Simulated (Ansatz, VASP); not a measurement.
Two plane-wave programs on Sn

```
Sn
1.0
    -2.97733    2.97901    1.60309
     2.97901   -2.97733    1.60309
     2.97707    2.97707   -1.60002
Sn
2
Direct
  0.00002 0.99998 0.00000
  0.74998 0.25002 0.50000
```

Alike in both runs: task single point; functional PBE; k mesh 11 × 11 × 8; occupations gaussian, width 0.6 eV; no spin polarisation.

|  | VASP | Ansatz |
| --- | --- | --- |
| version | VASP 6.6.1 | Ansatz 0.2.0 |
| potentials or method | VASP PAW PBE potentials, release 64 (Sn_d), cutoff 520 eV | plane waves (420 eV) with PAW, scalar-relativistic |
| valence electrons in the cell | 28 | 28 |

```csv
,VASP,Ansatz,Ansatz less VASP
pressure (GPa),0.2,0.3,+0.04
```

The functional is the same, so the differences come from potentials, cutoffs and numerics.
